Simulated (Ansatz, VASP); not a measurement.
**Mo in VASP and in Ansatz**

The input INCAR:

```
SYSTEM = Mo
PREC     = Accurate       ! precision mode
ENCUT    = 520            ! plane-wave cutoff, eV
EDIFF    = 1E-6           ! SCF threshold, eV
ISMEAR   = -1             ! smearing method
SIGMA    = 0.1            ! smearing width, eV
LREAL    = .False.        ! projectors in reciprocal space
LASPH    = .True.         ! aspherical terms in the spheres
NELM     = 100            ! most SCF steps
ALGO     = Normal         ! electronic algorithm
ISIF     = 2              ! what is computed and relaxed
LWAVE    = .False.        ! write WAVECAR
LCHARG   = .False.        ! write CHGCAR
NBANDS   = 13             ! bands
```

The input KPOINTS:

```
Automatic mesh
0
Gamma
  13 13 12
  0 0 0
```

The input POSCAR:

```
Mo
1.0
    2.7355100000      0.0000000000      0.0000000000
   -1.3677600000      2.3690200000      0.0000000000
    0.0000000000      0.0000000000      2.5551800000
Mo
1
Direct
    0.0000000000      0.0000000000      0.5000000000
```

Input for Ansatz:

```yaml
crystal:
  lattice:
    - [2.73551, 0.0, 0.0]
    - [-1.36776, 2.36902, 0.0]
    - [0.0, 0.0, 2.55518]
  atoms:
    - { symbol: Mo, position: [0.0, 0.0, 0.5] }
basis:
  ecutwfc: 470.0
kpoints:
  mp_grid:
    grid: [13, 13, 12]
hamiltonian:
  xc: lda
scf:
  occupations:
    method: fermi_dirac
output:
  stress: true
```

Alike in both runs: task single point; functional LDA; k mesh 13 × 13 × 12; no spin polarisation.

|  | VASP | Ansatz |
| --- | --- | --- |
| version | VASP 6.6.1 | Ansatz 0.2.0 |
| potentials or method | VASP PAW LDA potentials, release 64 (Mo_sv), cutoff 520 eV | plane waves, PAW |
| occupations | fermi-dirac, width 0.1 eV | fermi-dirac |
| valence electrons in the cell | 14 | 14 |

```csv
,VASP,Ansatz,Ansatz less VASP
pressure (GPa),-7.2,-8.1,-0.89
"traceless stress, the component that is largest in VASP (GPa)",-4.81,-4.85,-0.039
```

LDA's correlation is that of Perdew and Zunger in VASP and of Perdew and Wang (1992) in Ansatz.
